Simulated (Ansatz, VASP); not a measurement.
One calculation of Ga2As, two programs

```xyz
6
Lattice="4.0785 0.0000 0.0000 0.0000 4.0785 0.0000 0.0000 0.0000 6.2230" Properties=species:S:1:pos:R:3 pbc="T T T"
Ga    0.0000    0.0000    0.0000
Ga    2.0393    2.0393    0.0000
Ga    0.0000    2.0393    1.6802
Ga    2.0393    0.0000    4.5428
As    0.0000    2.0393    4.3561
As    2.0393    0.0000    1.8669
```

Alike in both runs: task relaxation of cell and atoms; functional PBE; k mesh 4 × 4 × 4; occupations gaussian, width 0.1 eV; no spin polarisation.

|  | VASP | Ansatz |
| --- | --- | --- |
| version | VASP 6.6.1 | Ansatz 0.2.0 |
| potentials or method | VASP PAW PBE potentials, release 64 (Ga_d, As), cutoff 600 eV | scalar-relativistic, plane waves, PAW |
| valence electrons in the cell | 62 | 82 |

Ansatz gave:

| Quantity | Value |
| --- | --- |
| gap on the k mesh at the Fermi level, each at its own relaxed structure (eV) | none |
| relaxed volume (Å³/atom) | 19.83 |
| relaxed cell length with the largest relative difference (Å) | 7.297 |

**Question.** Estimate VASP's values.

**Answer.** gap on the k mesh at the Fermi level, each at its own relaxed structure (eV): none; relaxed volume (Å³/atom): 19.96; relaxed cell length with the largest relative difference (Å): 7.614.

A gap of «none» marks a metal or a gap that the smearing closes. VASP's potentials hold 62 valence electrons a cell and Ansatz's 82, so a difference there can come from the potentials and not from the codes.

The k mesh is coarse, so the values compare programs but aren't converged. Noted on VASP's run: the volume moved by over 15 % at a fixed basis, so the end points are rough.
